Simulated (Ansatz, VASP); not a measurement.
AlN in VASP and in Ansatz

File POSCAR:

```
AlN
1.0
    0.0000000000      2.3486794667      1.5266416534
    2.3486794667      0.0000000000      1.5266416534
    2.3486794667      2.3486794667      0.0000000000
Al N
1 1
Direct
    0.5000000000      0.5000000000      0.5000000000
    0.0000000000      0.0000000000      0.0000000000
```

The input INCAR.step1:

```
SYSTEM = AlN
ALGO     = Normal         ! electronic algorithm
EDIFF    = 1E-4           ! SCF threshold, eV
ENCUT    = 520            ! plane-wave cutoff, eV
GGA      = PE             ! functional
ISMEAR   = 0              ! smearing method
LASPH    = .TRUE.         ! aspherical terms in the spheres
LCHARG   = .FALSE.        ! write CHGCAR
LREAL    = .FALSE.        ! projectors in reciprocal space
LWAVE    = .TRUE.         ! write WAVECAR
NBANDS   = 11             ! bands
NELM     = 60             ! most SCF steps
PREC     = Accurate       ! precision mode
SIGMA    = 0.05           ! smearing width, eV
```

File INCAR.step2:

```
SYSTEM = AlN
ALGO     = Normal         ! electronic algorithm
EDIFF    = 1E-7           ! SCF threshold, eV
ENCUT    = 520            ! plane-wave cutoff, eV
ISIF     = 2              ! what is computed and relaxed
ISMEAR   = 0              ! smearing method
ISTART   = 1            
LASPH    = .TRUE.         ! aspherical terms in the spheres
LCHARG   = .TRUE.         ! write CHGCAR
LELF     = .TRUE.         ! ELF
LMIXTAU  = .TRUE.       
LREAL    = .FALSE.        ! projectors in reciprocal space
LVHAR    = .TRUE.       
LWAVE    = .FALSE.        ! write WAVECAR
METAGGA  = R2SCAN         ! meta-GGA
NBANDS   = 11             ! bands
NELM     = 60             ! most SCF steps
PREC     = Accurate       ! precision mode
SIGMA    = 0.05           ! smearing width, eV
```

The input KPOINTS:

```
k-points
0
G
  10 10 10
  0 0 0
```

Input for Ansatz:

```yaml
crystal:
  lattice:
    - [0.0, 2.3486794667, 1.5266416534]
    - [2.3486794667, 0.0, 1.5266416534]
    - [2.3486794667, 2.3486794667, 0.0]
  atoms:
    - { symbol: Al, position: [0.5, 0.5, 0.5] }
    - { symbol: "N", position: [0.0, 0.0, 0.0] }
basis:
  ecutwfc: 500
kpoints:
  mp_grid: { grid: [10, 10, 10] }
hamiltonian:
  xc: r2scan
scf:
  occupations: { method: gaussian, width: 0.05 }
output:
  forces: true
  stress: true
  eigenvalues: true
```

Alike in both runs: task single point; functional r2SCAN; k mesh 10 × 10 × 10; occupations gaussian, width 0.05 eV; no spin polarisation.

|  | VASP | Ansatz |
| --- | --- | --- |
| version | VASP 6.6.1 | Ansatz 0.2.0 |
| potentials or method | VASP PAW PBE potentials, release 64 (Al, N), cutoff 520 eV | scalar-relativistic, plane waves, PAW |
| valence electrons in the cell | 8 | 8 |

|  | VASP | Ansatz | Ansatz less VASP |
| --- | --- | --- | --- |
| gap on the k mesh at the Fermi level (eV) | 3.53 | 3.57 | +0.047 |
| least direct gap on the mesh (eV) | 3.92 | 3.93 | +0.005 |

VASP's potentials were made for PBE, not for r2SCAN.
